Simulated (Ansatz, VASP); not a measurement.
# Mg in VASP and in Ansatz

```
Mg
1.0
     3.17926    0.00000    0.00000
    -1.58963    2.75332    0.00000
     0.00000    0.00000    5.15689
Mg
2
Direct
  0.33333 0.66667 0.25000
  0.66667 0.33333 0.75000
```

Alike in both runs: task single point; functional r2SCAN; k mesh 11 × 11 × 6; no spin polarisation.

```csv
,VASP,Ansatz
version,VASP 6.6.1,Ansatz 0.2.0
potentials or method,"VASP PAW PBE potentials, release 64 (Mg), cutoff 520 eV","plane waves (500 eV) with PAW, scalar-relativistic"
occupations,"methfessel-paxton of order 1, width 0.01 eV","cold, width 0.01 eV"
valence electrons in the cell,4,20
```

|  | VASP | Ansatz | Ansatz less VASP |
| --- | --- | --- | --- |
| pressure (GPa) | -0.2 | 0.0 | +0.28 |

VASP's potentials were made for PBE, not for r2SCAN. VASP's potentials hold 4 valence electrons a cell and Ansatz's 20, so a difference there can come from the potentials and not from the codes.
